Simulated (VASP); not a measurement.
Here is a VASP 6.6.1 calculation.

Contents of INCAR:

```
ALGO = Normal
EDIFF = 1E-6
ENCUT = 600
GGA = PE
GGA_COMPAT = F
ISIF = 2
ISMEAR = -1
ISPIN = 2
LASPH = T
LCHARG = F
LMAXMIX = 4
LORBIT = 11
LREAL = F
LWAVE = F
MAGMOM = 1.5 0
NBANDS = 22
NELM = 200
NUPDOWN = 1.5
PREC = Accurate
SIGMA = 0.05
```

KPOINTS

```
k-points
0
Gamma
  9 9 9
```

The input POSCAR:

```
CoO
1.0
    1.6022198417      0.9250420569      2.5664708903
   -1.6022198417      0.9250420569      2.5664708903
    0.0000000000     -1.8500841138      2.5664708903
Co O
1 1
Direct
    0.9989783200      0.9989783200      0.9989783200
    0.7510210300      0.7510210300      0.7510210300
```

Potentials or basis: VASP PAW PBE potentials, release 64 (Co_sv, O).

Run with:

```bash
$ cat potpaw_PBE.64/Co_sv/POTCAR potpaw_PBE.64/O/POTCAR > POTCAR
$ mpirun -np 1 vasp_std > vasp.out
```

Problem. Estimate the pressure.

Solution. -12.5 GPa.

Problem. What does it give for the largest force?

Solution. 0.225 eV/Å.

Forces in eV/Å, atoms in the order of the input:
```
Co   0.000  0.000  0.225
O    0.000  0.000 -0.225
```

Caveat: the cell stands under tension; the total moment is fixed, so each spin has its own Fermi level; a cell with one magnetic atom can't hold antiferromagnetic order, which such compounds often take.
